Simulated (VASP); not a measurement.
Pt, 2 atoms in the cell. It takes space group P6_3/mmc (No. 194, hexagonal). The conventional cell has a = 2.772 Å, b = 2.772 Å, c = 4.527 Å, α = 90.00°, β = 90.00°, γ = 120.00°. Within 3.7 Å of Pt (site symmetry -6m2) lie 12 Pt at 2.77 Å. 

| Property | Result |
| --- | --- |
| Program | VASP 6.6.1 |
| Task | relaxation of cell and atoms |
| Functional | PBE |
| Potentials or basis | VASP PAW PBE potentials, release 64 (Pt) |
| Cutoff | 600 eV |
| k mesh | 8 × 8 × 4 |
| Occupations | gaussian, width 0.05 eV |
| Spin | no spin polarisation |
| Dipole correction | no |
| Further INCAR settings | ALGO = Normal; EDIFF = 1e-06; IBRION = 2; EDIFFG = -0.03; NSW = 80; ISIF = 3 |

Potentials or basis: VASP PAW PBE potentials, release 64 (Pt).

Run with:

```sh
$ cat potpaw_PBE.64/Pt/POTCAR > POTCAR
$ mpirun -np 1 vasp_std > vasp.out
```

Hardware: 1 thread of Intel(R) Xeon(R) Platinum 8559C (Emerald Rapids) (shared host).

**Question.** Estimate the wall time of this run.

**Answer.** Wall time 28 s on 1 thread of Intel(R) Xeon(R) Platinum 8559C (Emerald Rapids) (shared host), peak memory 0.16 GiB. Counts: scf iterations 51, k points 30, ion steps 7.
